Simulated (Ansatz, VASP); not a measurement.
Two plane-wave programs on CsCl

```
Cs Cl
1.0
     4.12300    0.00000    0.00000
     0.00000    4.12300    0.00000
     0.00000    0.00000    4.12300
Cs Cl
1 1
Direct
  0.00000 0.00000 0.00000
  0.50000 0.50000 0.50000
```

Alike in both runs: task single point; functional PBEsol; k mesh 8 × 8 × 8; occupations gaussian, width 0.05 eV; no spin polarisation.

```csv
,VASP,Ansatz
version,VASP 6.6.1,Ansatz 0.2.0
potentials or method,"VASP PAW PBE potentials, release 64 (Cs_sv, Cl), cutoff 500 eV","scalar-relativistic, plane waves, PAW"
valence electrons in the cell,16,16
```

```csv
,VASP,Ansatz,Ansatz less VASP
gap on the k mesh at the Fermi level (eV),5.05,5.06,+0.011
least direct gap on the mesh (eV),5.05,5.06,+0.011
pressure (GPa),-0.6,-0.7,-0.03
```

VASP's potentials were made for PBE, not for PBEsol.

Spin-orbit coupling is off throughout.
